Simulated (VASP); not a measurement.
Set up this calculation in VASP 6.6.1, as the native input.

* Task: single point
* Functional: PBEsol
* Potentials or basis: VASP PAW PBE potentials, release 64 (Al, H)
* Cutoff: 520 eV
* k mesh: 12 × 12 × 1
* Occupations: gaussian, width 0.1 eV
* Spin: no spin polarisation
* Dipole correction: yes
* Further INCAR settings: ALGO = Normal; EDIFF = 1e-06; NBANDS = 22

The structure of Al8H lies in POSCAR:

```
Al8H
1.0
    2.8362844922      0.0000000000      0.0000000000
   -1.4181422461      2.4562944226      0.0000000000
    0.0000000000      0.0000000000     35.3137615421
Al H
8 1
Direct
    0.3333333333      0.6666666667      0.2406993656
    0.0000000000      0.0000000000      0.3066945262
    0.6666666667      0.3333333333      0.3726896867
    0.0000000000      0.0000000000      0.4386848473
    0.3333333333      0.6666666667      0.5039292234
    0.0000000000      0.0000000000      0.5702015639
    0.6666666667      0.3333333333      0.6362309482
    0.0000000000      0.0000000000      0.7118986692
    0.3333333333      0.6666666667      0.6723530058
```

The input as run:

INCAR

```
SYSTEM = Al8H
  ALGO = Normal
  DIPOL = 0.5 0.5 0.495
  EDIFF = 1E-6
  ENCUT = 520
  GGA = PS
  IDIPOL = 3
  ISIF = 2
  ISMEAR = 0
  LASPH = .True.
  LCHARG = .True.
  LDIPOL = .True.
  LELF = .True.
  LREAL = .False.
  LVACPOTAV = .True.
  LVHAR = .True.
  LWAVE = .False.
  NBANDS = 22
  NELM = 60
  PREC = Accurate
  SIGMA = 0.1
```

KPOINTS

```
k-points
0
Gamma
  12 12 1
  0 0 0
```

Potentials or basis: VASP PAW PBE potentials, release 64 (Al, H).

The run is started by

```sh
$ cat potpaw_PBE.64/Al/POTCAR potpaw_PBE.64/H/POTCAR > POTCAR
$ mpirun -np 1 vasp_std > vasp.out
```

Results of the run:

| Quantity | Value |
| --- | --- |
| Largest force | 0.060 eV/Å |

Caveat: the PAW data sets were made with another functional, which shifts forces and pressure a little.

Run time: 2.3 min on 1 thread of Intel(R) Xeon(R) 6975P-C (Granite Rapids), with other jobs on the host, peak memory 0.4 GiB.
